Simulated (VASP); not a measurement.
# Sc: relaxation of cell and atoms with PBE

The system is Sc.

```
Sc
1.0
     0.00000    2.32086    2.32086
     2.32086    0.00000    2.32086
     2.32086    2.32086    0.00000
Sc
1
Direct
  0.00000 0.00000 0.00000
```

This isn't the form of Sc at room conditions, which is hcp.

```
Program                : VASP 6.6.1
Task                   : relaxation of cell and atoms
Functional             : PBE
Potentials or basis    : VASP PAW PBE potentials, release 64 (Sc_sv)
Cutoff                 : 500 eV
k mesh                 : 12 × 12 × 12
Occupations            : fermi-dirac, width 0.1 eV
Spin                   : no spin polarisation
Dipole correction      : no
Further INCAR settings : ALGO = Normal; EDIFF = 1e-07; IBRION = 2; EDIFFG = -0.01; NSW = 80; ISIF = 3
```

The relaxed volume is 24.78 Å³/atom and the relaxed cell is a = 3.272 Å, b = 3.272 Å, c = 3.272 Å, α = 60.00°, β = 60.00°, γ = 60.00°. The space group after relaxing (to 0.1 Å) is Fm-3m (No. 225), the energy gained by relaxing is 0.3 meV/atom and the ionic steps are 3. The pressure after relaxing is 0.0 GPa. The band gap on the k mesh is zero (an odd number of electrons rules out a gap without spin polarisation).

Step by step:
| step | energy change (eV) | largest force (eV/Å) | pressure (GPa) | volume (Å³) |
| --- | --- | --- | --- | --- |
| 1 | 0.0000 | 0.0000 | -0.46 | 25.00 |
| 2 | -0.0003 | 0.0000 | 0.07 | 24.75 |
| 3 | -0.0003 | 0.0000 | 0.00 | 24.78 |

Final structure:
```xyz
1
Lattice="0.0000 2.3140 2.3140 2.3140 0.0000 2.3140 2.3140 2.3140 0.0000" Properties=species:S:1:pos:R:3 pbc="T T T"
Sc    0.0000    0.0000    0.0000
```

Levels at points of the mesh, in eV from the Fermi level:
| k point | band 3 | band 4 | band 5 | band 6 | band 7 | band 8 |
| --- | --- | --- | --- | --- | --- | --- |
| (0.00, 0.00, 0.00) | -27.87 | -27.87 | -5.18 | 1.57 | 1.57 | 1.57 |
| (0.50, 0.00, 0.00) | -27.93 | -27.93 | -1.76 | 0.21 | 1.46 | 1.46 |
| (0.50, 0.50, 0.00) | -28.01 | -28.01 | -1.51 | -0.62 | 1.89 | 3.82 |

Run time: 37 s on 1 thread of Intel Xeon 8259CL, on a shared host, peak memory 0.15 GiB.
